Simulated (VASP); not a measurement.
Write the native input for VASP 6.6.1 that does the following.

| Item | Value |
| --- | --- |
| Task | single point |
| Functional | RPBE |
| Potentials or basis | VASP PAW PBE potentials, release 64 (Sb, Mn_pv) |
| Cutoff | 520 eV |
| k mesh | 7 × 7 × 5 |
| Occupations | fermi-dirac, width 0.05 eV |
| Spin | collinear spin, ferromagnetic start |
| Starting moments | [0.0, 0.0, 4.0, 4.0] μB |
| Dipole correction | no |
| Further INCAR settings | ALGO = Normal; EDIFF = 1e-07; NBANDS = 30 |

The structure of MnSb lies in POSCAR:

```
MnSb
1.0
    4.0652823512      0.0000000000      0.0000000000
   -2.0326411756      3.5206377897      0.0000000000
    0.0000000000      0.0000000000      5.6620077084
Sb Mn
2 2
Direct
    0.6666666667      0.3333333333      0.7500000000
    0.3333333333      0.6666666667      0.2500000000
    0.0000000000      0.0000000000      0.5000000000
    0.0000000000      0.0000000000      0.0000000000
```

One way to write it, as run:

INCAR

```
SYSTEM = MnSb
ALGO     = Normal         ! electronic algorithm
EDIFF    = 1E-7           ! SCF threshold, eV
ENCUT    = 520            ! plane-wave cutoff, eV
GGA      = RP             ! functional
ISIF     = 2              ! what is computed and relaxed
ISMEAR   = -1             ! smearing method
ISPIN    = 2              ! spin polarisation
LASPH    = .True.         ! aspherical terms in the spheres
LCHARG   = .True.         ! write CHGCAR
LELF     = .True.         ! ELF
LMAXMIX  = 4              ! l up to which the mixer works
LORBIT   = 11             ! projections on sites
LREAL    = .False.        ! projectors in reciprocal space
LVHAR    = .True.       
LWAVE    = .False.        ! write WAVECAR
MAGMOM   = 0 0 4 4        ! initial moments
NBANDS   = 30             ! bands
NELM     = 150            ! most SCF steps
PREC     = Accurate       ! precision mode
SIGMA    = 0.05           ! smearing width, eV
```

KPOINTS

```
k-points
0
Gamma
  7 7 5
  0 0 0
```

Potentials or basis: VASP PAW PBE potentials, release 64 (Sb, Mn_pv).

The run is started by

```bash
$ cat potpaw_PBE.64/Sb/POTCAR potpaw_PBE.64/Mn_pv/POTCAR > POTCAR
$ mpirun -np 1 vasp_std > vasp.out
```

Results of the run:

| Property | Result |
| --- | --- |
| Pressure | 2.9 GPa |
| Net moment | 6.42 μB per cell |
| Site moments | Sb -0.13; Mn +3.27 μB |
| Valence electrons inside the program's atomic spheres | Sb 2.47; Mn 11.57 |

Caveat: the PAW data sets were made with another functional, which shifts forces and pressure a little; only a ferromagnetic start was run, and an antiferromagnetic order may lie lower in energy.

Wall time 3.5 min on 1 thread of Oxide Virtual Turin-like Processor, with other jobs on the host, peak memory 0.23 GiB.
